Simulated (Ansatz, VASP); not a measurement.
# As: VASP beside Ansatz

```
As
1.0
     3.02854    0.00000    0.00000
    -1.51427    2.62279    0.00000
     0.00000    0.00000    4.62824
As
2
Direct
  0.33333 0.66667 0.25000
  0.66667 0.33333 0.75000
```

Alike in both runs: task single point; functional PBEsol; k mesh 13 × 13 × 8; occupations fermi-dirac, width 0.1 eV; no spin polarisation.

|  | VASP | Ansatz |
| --- | --- | --- |
| version | VASP 6.6.1 | Ansatz 0.2.0 |
| potentials or method | VASP PAW PBE potentials, release 64 (As), cutoff 520 eV | plane waves (420 eV) with PAW, scalar-relativistic |
| valence electrons in the cell | 10 | 30 |

|  | VASP | Ansatz | Ansatz less VASP |
| --- | --- | --- | --- |
| pressure (GPa) | 0.3 | 0.1 | -0.21 |
| traceless stress, the component that is largest in VASP (GPa) | 0.48 | 0.48 | -0.009 |

VASP's potentials were made for PBE, not for PBEsol, and Ansatz warns of the same on its side. The functional is the same, so the differences come from potentials, cutoffs and numerics. VASP's potentials hold 10 valence electrons a cell and Ansatz's 30, so a difference there can come from the potentials and not from the codes.
